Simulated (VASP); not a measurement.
Set up this calculation in VASP 6.6.1, as the native input.

```yaml
Task: single point
Functional: PBE
Potentials_or_basis: VASP PAW PBE potentials, release 64 (Ni, Sb)
Cutoff: 600 eV
k_mesh: 3 × 3 × 2
Occupations: gaussian, width 0.1 eV
Spin: no spin polarisation
Dipole_correction: no
Further_INCAR_settings: ALGO = Normal; EDIFF = 1e-06; NBANDS = 23
```

The structure of NiSb lies in POSCAR:

```
NiSb
1.0
    3.9399999606      0.0000000000      0.0000000000
   -1.9699999803      3.4121400568      0.0000000000
    0.0000000000      0.0000000000      5.1400000000
Ni Sb
2 2
Direct
    0.0000000000      0.0000000000      0.0000000000
    0.0000000000      0.0000000000      0.5000000000
    0.3333333333      0.6666666667      0.2500000000
    0.6666666667      0.3333333333      0.7500000000
```

One way to write it, as run:

INCAR

```
SYSTEM = NiSb
PREC = Accurate ; ENCUT = 600
EDIFF = 1E-6 ; ISMEAR = 0
SIGMA = 0.1 ; LREAL = .False.
LASPH = .True. ; NELM = 120
ALGO = Normal ; ISIF = 2
LWAVE = .False. ; LCHARG = .False.
GGA = PE ; NBANDS = 23
GGA_COMPAT = .False.
```

KPOINTS

```
Automatic mesh
0
Gamma
  3 3 2
  0 0 0
```

Potentials or basis: VASP PAW PBE potentials, release 64 (Ni, Sb).

The run is started by

```sh
$ cat potpaw_PBE.64/Ni/POTCAR potpaw_PBE.64/Sb/POTCAR > POTCAR
$ mpirun -np 1 vasp_std > vasp.out
```

It gave:

The pressure is 4.8 GPa and the band gap on the k mesh is zero (bands 15 and 16 overlap by 3.33 eV).

Caveat: the k points lie up to 0.61 Å⁻¹ apart, too coarse for converged energies and pressures of a metal; spin-orbit coupling is left out, which moves the levels of the heavy elements.

It took 41 s on 1 thread of AMD EPYC 7R43 64-Core Processor (Zen 3), on a shared host, peak memory 0.16 GiB.
